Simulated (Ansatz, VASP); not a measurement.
## Co in VASP and in Ansatz

The input INCAR:

```
PREC = Accurate
ENCUT = 520
EDIFF = 1E-6
ISMEAR = -1
SIGMA = 0.08
LREAL = False
LASPH = True
NELM = 150
ALGO = Normal
ISIF = 2
LWAVE = False
LCHARG = False
ISPIN = 2
MAGMOM = 2 2
LORBIT = 11
LMAXMIX = 4
GGA = PE
NBANDS = 20
```

File KPOINTS:

```
Automatic mesh
0
Gamma
  19 19 10
```

File POSCAR:

```
Co
1.0
    2.4680156958      0.0000000000      0.0000000000
   -1.2340078479      2.1373642896      0.0000000000
    0.0000000000      0.0000000000      4.0081971921
Co
2
Direct
    0.3333333333      0.6666666667      0.2500000000
    0.6666666667      0.3333333333      0.7500000000
```

Input for Ansatz:

```yaml
crystal:
  lattice:
    - [2.4680156958, 0.0, 0.0]
    - [-1.2340078479, 2.1373642896, 0.0]
    - [0.0, 0.0, 4.0081971921]
  atoms:
    - { symbol: Co, position: [0.3333333333, 0.6666666667, 0.25], spin: 2.0 }
    - { symbol: Co, position: [0.6666666667, 0.3333333333, 0.75], spin: 2.0 }
magnetization:
  spin_polarized: true
kpoints:
  mp_grid: { grid: [19, 19, 10] }
scf:
  occupations: { method: fermi_dirac, width: 0.08 }
hamiltonian:
  xc: pbe
  pseudopotentials: { kind: all_electron, lapw: { basis_error: 0.001 } }
output:
  forces: true
  stress: true
  eigenvalues: true
```

Change from the starting cell: volume scaled by 0.9405.

Alike in both runs: task single point; functional PBE; k mesh 19 × 19 × 10; occupations fermi-dirac, width 0.08 eV; collinear spin.

|  | VASP | Ansatz |
| --- | --- | --- |
| version | VASP 6.6.1 | Ansatz 0.2.0 |
| potentials or method | VASP PAW PBE potentials, release 64 (Co), cutoff 520 eV | all-electron LAPW, scalar-relativistic |

|  | VASP | Ansatz | Ansatz less VASP |
| --- | --- | --- | --- |
| pressure (GPa) | 5.3 | 6.1 | +0.75 |
| traceless stress, the component that is largest in VASP (GPa) | -0.98 | -0.93 | +0.053 |
| net moment per atom (μB) | 1.58 | 1.59 | +0.008 |
| size of the moment on the site where the two differ most (μB) | 1.60 | 1.64 | +0.046 |

Site moments also hang on the region over which each program counts them. Ansatz ran all-electron here, and VASP with PAW potentials.
